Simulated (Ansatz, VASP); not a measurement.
**Sn in VASP and in Ansatz**

Contents of INCAR:

```
  PREC = Accurate
  ENCUT = 500
  EDIFF = 1E-6
  ISMEAR = -5
  SIGMA = 0.05
  LREAL = F
  LASPH = T
  NELM = 120
  ALGO = Normal
  ISIF = 2
  LWAVE = F
  LCHARG = F
  GGA = LIBXC
  LIBXC1 = GGA_X_PBE_R
  LIBXC2 = LDA_C_PW
  NBANDS = 21
  GGA_COMPAT = F
```

KPOINTS

```
regular mesh
0
Gamma
  7 7 7
```

File POSCAR:

```
Sn
1.0
    0.0000000000      3.2333428000      3.2333428000
    3.2333428000      0.0000000000      3.2333428000
    3.2333428000      3.2333428000      0.0000000000
Sn
2
Direct
    0.7135420000      0.7944740000      0.7351350000
    0.5254120000      0.5278630000      0.4663770000
```

Contents of input.yaml:

```yaml
crystal:
  lattice:
    - [0.0, 3.2333428, 3.2333428]
    - [3.2333428, 0.0, 3.2333428]
    - [3.2333428, 3.2333428, 0.0]
  atoms:
    - { symbol: Sn, position: [0.713542, 0.794474, 0.735135] }
    - { symbol: Sn, position: [0.525412, 0.527863, 0.466377] }
kpoints:
  mp_grid: { grid: [7, 7, 7] }
  band_path:
    path:
      - [0.0, 0.0, 0.0]
      - [0.5, 0.0, 0.5]
      - [0.5, 0.25, 0.75]
      - [0.375, 0.375, 0.75]
      - [0.0, 0.0, 0.0]
      - [0.5, 0.5, 0.5]
      - [0.625, 0.25, 0.625]
      - [0.5, 0.25, 0.75]
    npoints: 6
scf:
  occupations: { method: tetrahedron }
hamiltonian:
  xc: { exchange: revpbe, correlation: lda }
  pseudopotentials:
    kind: all_electron
    lapw: { basis_error: 0.002, muffin_tin_radii: { Sn: 1.314 } }
    relativity: none
output:
  forces: true
  stress: true
  eigenvalues: true
```

Alike in both runs: functional revpbe exchange, lda correlation; k mesh 7 × 7 × 7; occupations tetrahedron; no spin polarisation.

|  | VASP | Ansatz |
| --- | --- | --- |
| version | VASP 6.6.1 | Ansatz 0.2.0 |
| potentials or method | VASP PAW PBE potentials, release 64 (Sn_d), cutoff 500 eV | all-electron LAPW, non-relativistic |
| task | single point | band structure |

VASP gave:

| Quantity | Value |
| --- | --- |
| gap on the k mesh at the Fermi level (eV) | none |
| pressure (GPa) | 9.6 |
| traceless stress, the component that is largest in VASP (GPa) | 3.16 |
| rms of the force components (eV/Å) | 0.877 |

Task: Which values does Ansatz return?

Result: gap on the k mesh at the Fermi level (eV): none; pressure (GPa): 10.5; traceless stress, the component that is largest in VASP (GPa): 3.58; rms of the force components (eV/Å): 0.957.

VASP's potentials were made for PBE, not for revpbe exchange, lda correlation. Atom by atom the forces differ by 0.080 eV/Å (rms over components). A gap of «none» marks a metal or a gap that the smearing closes. Ansatz ran all-electron here, and VASP with PAW potentials.
